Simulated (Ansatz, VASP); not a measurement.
Ti in VASP and in Ansatz

```xyz
1
Lattice="2.5086 0.0000 0.0000 -1.2543 2.1725 0.0000 0.0000 0.0000 2.4682" Properties=species:S:1:pos:R:3 pbc="T T T"
Ti    0.0000    0.0000    0.0000
```

Change from the starting cell: volume scaled by 0.76, LAPW.

Alike in both runs: task single point; functional PBE; k mesh 15 × 15 × 14; occupations fermi-dirac, width 0.08 eV; no spin polarisation.

|  | VASP | Ansatz |
| --- | --- | --- |
| version | VASP 6.6.1 | Ansatz 0.2.0 |
| potentials or method | VASP PAW PBE potentials, release 64 (Ti_sv), cutoff 520 eV | all-electron LAPW, scalar-relativistic |

VASP gave:

```
pressure (GPa)                                                : 40.8
traceless stress, the component that is largest in VASP (GPa) : 0.05
```

What did Ansatz give for the same quantities?

Pressure (GPa): 41.2; traceless stress, the component that is largest in VASP (GPa): -0.01.

Both programs put the cell under a high pressure, so it lies far from rest at this level. Ansatz ran all-electron here, and VASP with PAW potentials.
